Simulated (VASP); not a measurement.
Write the native input for VASP 6.6.1 that does the following.

- Task: single point
- Functional: r2SCAN
- Potentials or basis: VASP PAW PBE potentials, release 64 (C, As, Nb_sv)
- Cutoff: 520 eV
- k mesh: 10 × 10 × 5
- Occupations: fermi-dirac, width 0.1 eV
- Spin: no spin polarisation
- Dipole correction: no
- Further INCAR settings: ALGO = Normal; EDIFF = 1e-07; NBANDS = 31

The system is NbAsC.

```
CELL_PARAMETERS angstrom
3.34083 0.00000 0.00000
0.00000 3.34083 0.00000
0.00000 0.00000 7.50182
ATOMIC_POSITIONS crystal
C 0.00000 0.00000 0.00000
C 0.50000 0.50000 0.00000
As 0.50000 0.00000 0.60900
As 0.00000 0.50000 0.39100
Nb 0.50000 0.00000 0.25600
Nb 0.00000 0.50000 0.74400
```

The input as run:

POSCAR

```
NbAsC
1.0
    3.3408260000      0.0000000000      0.0000000000
    0.0000000000      3.3408260000      0.0000000000
    0.0000000000      0.0000000000      7.5018200000
C As Nb
2 2 2
Direct
    0.0000000000      0.0000000000      0.0000000000
    0.5000000000      0.5000000000      0.0000000000
    0.5000000000      0.0000000000      0.6090000000
    0.0000000000      0.5000000000      0.3910000000
    0.5000000000      0.0000000000      0.2560000000
    0.0000000000      0.5000000000      0.7440000000
```

INCAR.step1

```
SYSTEM = NbAsC
PREC = Accurate
ENCUT = 520
ISMEAR = -1
SIGMA = 0.1
LREAL = .False.
LASPH = .True.
NELM = 60
NBANDS = 31
GGA = PE
ALGO = Normal
EDIFF = 1E-4
LWAVE = .True.
LCHARG = .False.
```

INCAR.step2

```
SYSTEM = NbAsC
PREC = Accurate
ENCUT = 520
EDIFF = 1E-7
ISMEAR = -1
SIGMA = 0.1
LREAL = .False.
LASPH = .True.
NELM = 60
ALGO = Normal
ISIF = 2
LWAVE = .False.
LCHARG = .False.
METAGGA = R2SCAN
LMIXTAU = .True.
NBANDS = 31
ISTART = 1
```

KPOINTS

```
Automatic mesh
0
Gamma
  10 10 5
  0 0 0
```

Potentials or basis: VASP PAW PBE potentials, release 64 (C, As, Nb_sv).

Command:

```bash
$ cat potpaw_PBE.64/C/POTCAR potpaw_PBE.64/As/POTCAR potpaw_PBE.64/Nb_sv/POTCAR > POTCAR
$ cp INCAR.step1 INCAR
$ mpirun -np 1 vasp_std > vasp.out
$ cp INCAR.step2 INCAR
$ mpirun -np 1 vasp_std > vasp.out
```

It gave:

```yaml
Pressure: -4.5 GPa
Largest_force: 5.565 eV/Å
Band_gap_on_the_k_mesh: zero (band 22 reaches 9.74 eV, above the bottom of band 23 at 9.19 eV)
```

Caveat: the PAW data sets were made with another functional, which shifts forces and pressure a little.

It took 9.2 min on 1 thread of Intel(R) Xeon(R) Platinum 8259CL CPU @ 2.50GHz (Skylake/Cascade Lake), with other jobs on the host, peak memory 0.31 GiB.
